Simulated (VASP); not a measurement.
# BAs (F-43m) in VASP: notebook

Runs on BAs. Level: PBEsol. Tasks: single point, relaxation of cell and atoms.

All numbers are computed with VASP 6.6.1; they aren't measurements. Logs are shortened: lines on timing, memory, paths and dates and some standing lists are left out, and cuts for length are marked.

**1. The cell of the first run**

The structure is cubic, space group F-43m (No. 216). The conventional cell has a = 4.526 Å, b = 4.526 Å, c = 4.526 Å, α = 90.00°, β = 90.00°, γ = 90.00°. B (site symmetry -43m) has 4 As at 1.96 Å within 2.6 Å. Within 2.6 Å of As (site symmetry -43m) lie 4 B at 1.96 Å.

**2. Single point, PBEsol**

The input, INCAR:

```
ALGO = Normal ; EDIFF = 1E-7
ENCUT = 520 ; GGA = PS
ISIF = 2 ; ISMEAR = 0
LASPH = True ; LCHARG = False
LREAL = False ; LWAVE = False
NBANDS = 11 ; NELM = 100
PREC = Accurate ; SIGMA = 0.01
```

The input, KPOINTS:

```
k-points
0
Gamma
  10 10 10
```

The input, POSCAR:

```
BAs
1.0
    0.0000000000      2.2630878248      2.2630878248
    2.2630878248      0.0000000000      2.2630878248
    2.2630878248      2.2630878248      0.0000000000
B As
1 1
Direct
    0.0000000000      0.0000000000      0.0000000000
    0.7500000000      0.7500000000      0.7500000000
```

Potentials or basis: VASP PAW PBE potentials, release 64 (B, As).

Run with:

```console
> cat potpaw_PBE.64/B/POTCAR potpaw_PBE.64/As/POTCAR > POTCAR
> mpirun -np 1 vasp_std > vasp.out
```

OUTCAR:

```text
EDIFF = 1E-7
   ENCUT = 520
   GGA = PS
   ISIF = 2
   ISMEAR = 0
   LASPH = True
   LREAL = False
   NELM = 100
   PREC = Accurate

 ion  position               nearest neighbor table
   1  0.000  0.000  0.000-   2 1.96   2 1.96   2 1.96   2 1.96
   2  0.750  0.750  0.750-   1 1.96   1 1.96   1 1.96   1 1.96

  LATTYP: Found a face centered cubic cell.
 ALAT       =     4.5261756496

  Lattice vectors:

 A1 = (   0.0000000000,   2.2630878248,   2.2630878248)
 A2 = (   2.2630878248,   0.0000000000,   2.2630878248)
 A3 = (   2.2630878248,   2.2630878248,   0.0000000000)

Analysis of symmetry for initial positions (statically):
=====================================================================
 Subroutine PRICEL returns:
 Original cell was already a primitive cell.

 Routine SETGRP: Setting up the symmetry group for a
 face centered cubic supercell.

 Subroutine GETGRP returns: Found 24 space group operations
 (whereof 24 operations were pure point group operations)
 out of a pool of 48 trial point group operations.

The static configuration has the point symmetry T_d .

Analysis of symmetry for dynamics (positions and initial velocities):
=====================================================================
 Subroutine PRICEL returns:
 Original cell was already a primitive cell.

 Routine SETGRP: Setting up the symmetry group for a
 face centered cubic supercell.

 Subroutine GETGRP returns: Found 24 space group operations
 (whereof 24 operations were pure point group operations)
 out of a pool of 48 trial point group operations.

The dynamic configuration has the point symmetry T_d .

 Subroutine INISYM returns: Found 24 space group operations
 (whereof 24 operations are pure point group operations),
 and found     1 'primitive' translations

----------------------------------------------------------------------------------------

                                     Primitive cell

  volume of cell :      23.1811

  direct lattice vectors                    reciprocal lattice vectors
     0.000000000  2.263087825  2.263087825    -0.220937073  0.220937073  0.220937073
     2.263087825  0.000000000  2.263087825     0.220937073 -0.220937073  0.220937073
     2.263087825  2.263087825  0.000000000     0.220937073  0.220937073 -0.220937073

  length of vectors
     3.200489495  3.200489495  3.200489495     0.382674236  0.382674236  0.382674236

  position of ions in fractional coordinates (direct lattice)
     0.000000000  0.000000000  0.000000000
     0.750000000  0.750000000  0.750000000

  ion indices of the primitive-cell ions
   primitive index   ion index
                 1           1
                 2           2

----------------------------------------------------------------------------------------

 KPOINTS: k-points

Automatic generation of k-mesh.
 Grid dimensions read from file:
 generate k-points for:   10   10   10

 Generating k-lattice:

  Cartesian coordinates                     Fractional coordinates (reciprocal lattice)
    -0.022093707  0.022093707  0.022093707     0.100000000  0.000000000  0.000000000
     0.022093707 -0.022093707  0.022093707     0.000000000  0.100000000  0.000000000
     0.022093707  0.022093707 -0.022093707     0.000000000  0.000000000  0.100000000

  Length of vectors
     0.038267424  0.038267424  0.038267424

  Shift w.r.t. Gamma in fractional coordinates (k-lattice)
     0.000000000  0.000000000  0.000000000

 Subroutine IBZKPT returns following result:
 ===========================================

 Found     47 irreducible k-points:

 Following reciprocal coordinates:
            Coordinates               Weight
  0.000000  0.000000  0.000000      1.000000
  0.100000  0.000000  0.000000      8.000000
  0.200000  0.000000  0.000000      8.000000
  0.300000  0.000000  0.000000      8.000000
  0.400000  0.000000  0.000000      8.000000
  0.500000  0.000000  0.000000      4.000000
[... 16 lines left out ...]
  0.300000  0.300000  0.000000      6.000000
  0.400000  0.300000  0.000000     24.000000
 [... further k-points ...]
   k-points           NKPTS =     47   k-points in BZ     NKDIM =     47   number of bands    NBANDS=     11
   number of dos      NEDOS =    301   number of ions     NIONS =      2
   total plane-waves  NPLWV =  13824
   dimension x,y,z NGX =    24 NGY =   24 NGZ =   24
   dimension x,y,z NGXF=    48 NGYF=   48 NGZF=   48
   ions per type =               1   1
   NGX,Y,Z   is equivalent  to a cutoff of  12.47, 12.47, 12.47 a.u.
   NGXF,Y,Z  is equivalent  to a cutoff of  24.93, 24.93, 24.93 a.u.
 SYSTEM =  unknown system
   PREC   = accura    normal or accurate (medium, high low for compatibility)
   ISTART =      0    job   : 0-new  1-cont  2-samecut
   ICHARG =      2    charge: 1-file 2-atom 10-const
   ISPIN  =      1    spin polarized calculation?
   LNONCOLLINEAR =      F non collinear calculations
   LSORBIT =      F    spin-orbit coupling
   LASPH  =      T    aspherical Exc in radial PAW
   ENCUT  =  520.0 eV  38.22 Ry    6.18 a.u.   5.95  5.95  5.95*2*pi/ulx,y,z
   NELM   =    100;   NELMIN=  2; NELMDL= -5     # of ELM steps
   EDIFF  = 0.1E-06   stopping-criterion for ELM
   LREAL  =      F    real-space projection
   EDIFFG = 0.1E-05   stopping-criterion for IOM
   NSW    =      0    number of steps for IOM
   IBRION =     -1    ionic relax: 0-MD 1-quasi-New 2-CG
   NFREE  =      0    steps in history (QN), initial steepest desc. (CG)
   ISIF   =      2    stress and relaxation
   ISYM   =      2    0-nonsym 1-usesym 2-fastsym
   POTIM  = 0.5000    time-step for ionic-motion
   TEBEG  =    0.0;   TEEND  =   0.0 temperature during run
   PSTRESS=    0.0 pullay stress
   NELECT =       8.0000    total number of electrons
   NUPDOWN=      -1.0000    fix difference up-down
   EMIN   =  10.00;   EMAX   =-10.00  energy-range for DOS
   EFERMI =   0.00;   METHOD = LEGACY
   ISMEAR =     0;   SIGMA  =   0.01  broadening in eV -4-tet -1-fermi 0-gaus
   EFERMI_NEDOS =   21; number of points for ismear=-14 and -15
   IALGO  =     38    algorithm
   IMIX   =      4    mixing-type and parameters
     AMIX     =   0.40;   BMIX     =  1.00
     AMIX_MAG =   1.60;   BMIX_MAG =  1.00
  volume/ion in A,a.u.               =      11.59        78.22
  Fermi-wavevector in a.u.,A,eV,Ry     =   1.148312  2.169996 17.940936  1.318622
  Thomas-Fermi vector in A             =   2.284988
   LORBIT       =      0    0 simple, 1 ext, 2 COOP (PROOUT), +10 PAW based schemes
   GGA     = PS    functional components
   LHFCALC =     F    Hartree Fock is set to
   AEXX    =    0.0000 exact exchange contribution
   IVDW    =     0    specifies the selected vdW correction
   LEPSILON=     F    determine dielectric tensor
   LRPA    =     F    only Hartree local field effects (RPA)
 non-spin polarized calculation
 Gauss-broadening in eV      SIGMA  =   0.01
  energy-cutoff  :      520.00
  volume of cell :       23.18
 maximum number of plane-waves:       636
   NGX = 11   NGY = 11   NGZ = 11

 number of electron       8.0000000 magnetization

 Free energy of the ion-electron system (eV)
  ---------------------------------------------------
  ext. energy  EPLUGINS =         0.00000000
  ---------------------------------------------------
  free energy    TOTEN  =       -11.84986248 eV

  energy without entropy =      -11.84986248  energy(sigma->0) =      -11.84986248

 E-fermi :   8.0349     XC(G=0): -11.4316

 val. band max:        7.9529445152   @ k =   0.0000   0.0000   0.0000
 cond. band min:       8.8579107903   @ k =   0.4000   0.4000   0.0000
 fundamental gap:      0.9049662752
 Fermi energy:         8.0349411913

 k-point     1 :       0.0000    0.0000    0.0000
  band No.  band energies     occupation
      1      -9.0717      2.00000
      2       7.9529      2.00000
      3       7.9529      2.00000
      4       7.9529      2.00000
      5      11.4194      0.00000
      6      11.4194      0.00000
      7      11.4194      0.00000
      8      14.7566      0.00000
      9      18.1992      0.00000
     10      21.5867      0.00000
     11      21.5867      0.00000

 k-point     2 :       0.1000    0.0000    0.0000
  band No.  band energies     occupation
      1      -8.8819      2.00000
      2       6.4204      2.00000
      3       7.5885      2.00000
      4       7.5885      2.00000
      5      11.8320      0.00000
      6      11.8931      0.00000
      7      11.8931      0.00000
      8      15.3177      0.00000
      9      18.9987      0.00000
     10      20.2429      0.00000
     11      20.2429      0.00000

 k-point     3 :       0.2000    0.0000    0.0000
  band No.  band energies     occupation
      1      -8.3189      2.00000
      2       3.7618      2.00000
      3       6.9144      2.00000
      4       6.9144      2.00000
      5      11.9152      0.00000
      6      12.6953      0.00000
      7      12.6953      0.00000
      8      16.4175      0.00000
      9      19.4337      0.00000
     10      19.4337      0.00000
     11      20.0148      0.00000

 k-point     4 :       0.3000    0.0000    0.0000
  band No.  band energies     occupation
      1      -7.4121      2.00000
      2       1.1396      2.00000
      3       6.3308      2.00000
      4       6.3308      2.00000
      5      11.7804      0.00000
      6      13.0334      0.00000
      7      13.0334      0.00000
      8      17.0581      0.00000
      9      20.0610      0.00000
     10      20.0610      0.00000
     11      20.2858      0.00000
[... 239 lines left out ...]
 k-point    22 :      -0.2000    0.2000    0.0000
  band No.  band energies     occupation
      1      -7.1048      2.00000
      2       1.9910      2.00000
      3       3.1227      2.00000
      4       6.4497      2.00000
      5      12.3879      0.00000
      6      13.4864      0.00000
      7      14.5721      0.00000
      8      15.7854      0.00000
      9      17.9946      0.00000
     10      21.5699      0.00000
     11      23.8866      0.00000

 k-point    23 :       0.3000    0.3000    0.0000
  band No.  band energies     occupation
      1      -6.8388      2.00000
      2       2.5022      2.00000
      3       4.1622      2.00000
      4       4.1622      2.00000
      5       9.1518      0.00000
      6      11.4976      0.00000
      7      17.4593      0.00000
      8      17.4593      0.00000
      9      20.4678      0.00000
     10      23.9459      0.00000
     11      24.9934      0.00000

 k-point    24 :       0.4000    0.3000    0.0000
  band No.  band energies     occupation
      1      -5.9667      2.00000
      2       1.0287      2.00000
      3       3.2308      2.00000
      4       3.8194      2.00000
      5       9.4675      0.00000
      6      11.2434      0.00000
      7      17.9906      0.00000
      8      18.0917      0.00000
      9      21.4234      0.00000
     10      24.9231      0.00000
     11      25.8766      0.00000

 [... further k-points ...]
[... 5 lines left out ...]
  --------------------------------------------------------------------------------------
  -------------------------------------------------------------------------------------
  Total        4.5922481      4.5922481      4.5922481      0.0000000     -0.0000000      0.0000000
  in kB      317.3961873    317.3961873    317.3961873      0.0000000     -0.0000000      0.0000000
  external PRESSURE =     317.3961873 kB  Pullay stress =       0.0000000 kB

 VOLUME and BASIS-vectors are now :
 -----------------------------------------------------------------------------
  energy-cutoff  :      520.00
  volume of cell :       23.18
      direct lattice vectors                 reciprocal lattice vectors
     0.000000000  2.263087825  2.263087825    -0.220937073  0.220937073  0.220937073
     2.263087825  0.000000000  2.263087825     0.220937073 -0.220937073  0.220937073
     2.263087825  2.263087825  0.000000000     0.220937073  0.220937073 -0.220937073

 POSITION                                       TOTAL-FORCE (eV/Angst)
 -----------------------------------------------------------------------------------
      0.00000      0.00000      0.00000        -0.000000     -0.000000     -0.000000
      3.39463      3.39463      3.39463         0.000000      0.000000      0.000000
 -----------------------------------------------------------------------------------
    total drift:                               -0.000000     -0.000000     -0.000000

  FREE ENERGIE OF THE ION-ELECTRON SYSTEM (eV)
  ---------------------------------------------------
  free  energy   TOTEN  =       -11.8498624814 eV

  energy  without entropy=      -11.8498624814  energy(sigma->0) =      -11.84986248
```

It took 4 s on 1 thread of Intel Xeon 6975P-C (Granite Rapids), shared host; peak memory 0.14 GiB.

Results:

| Quantity | Value |
| --- | --- |
| Free energy | -11.8499 eV |
| Pressure | 31.7 GPa |
| Band gap on the k mesh | 0.91 eV, indirect (least direct gap 3.47 eV) |

Levels at points of the mesh, in eV from the valence-band top:
```tsv
k point	band 1	band 2	band 3	band 4	band 5	band 6	band 7	band 8
(0.00, 0.00, 0.00)	-17.02	0.00	0.00	0.00	3.47	3.47	3.47	6.80
(0.50, 0.00, 0.00)	-13.51	-10.12	-2.12	-2.12	3.68	4.90	4.90	8.95
(0.50, 0.50, 0.00)	-11.94	-9.50	-4.83	-4.83	1.11	1.15	12.96	12.96
```

Caveat: the PAW data sets were made with another functional, which shifts forces and pressure a little.

(Continued in part 2 of 2.)
